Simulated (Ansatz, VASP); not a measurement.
## One calculation of GaSb, two programs

```xyz
2
Lattice="-2.7534 2.7534 1.5907 2.7534 -2.7534 1.5907 2.7534 2.7534 -1.5907" Properties=species:S:1:pos:R:3 pbc="T T T"
Sb    0.0000    0.0000    0.0000
Ga    0.0000    2.7534    0.7954
```

Alike in both runs: task single point; functional PBEsol-based global hybrid with a share of 0.25 of exact exchange; k mesh 5 × 5 × 5; occupations fermi-dirac, width 0.05 eV; no spin polarisation.

|  | VASP | Ansatz |
| --- | --- | --- |
| version | VASP 6.6.1 | Ansatz 0.2.0 |
| potentials or method | VASP PAW PBE potentials, release 64 (Sb, Ga_d) | Ansatz PAW |
| plane-wave cutoff (eV) | 520 | 420 |
| valence electrons in the cell | 18 | 28 |

```csv
,VASP,Ansatz,Ansatz less VASP
gap on the k mesh at the Fermi level (eV),none,none,-
pressure (GPa),-4.4,-3.9,+0.55
"traceless stress, the component that is largest in VASP (GPa)",0.88,0.76,-0.111
```

VASP's potentials were made for PBE, not for PBEsol-based global hybrid. A gap of «none» marks a metal or a gap that the smearing closes. With one functional, cell and mesh, what is left measures potentials, basis and numerics. VASP's potentials hold 18 valence electrons a cell and Ansatz's 28, so a difference there can come from the potentials and not from the codes.

The k mesh is coarse, so the values compare programs but aren't converged. Neither program's run includes spin-orbit coupling.
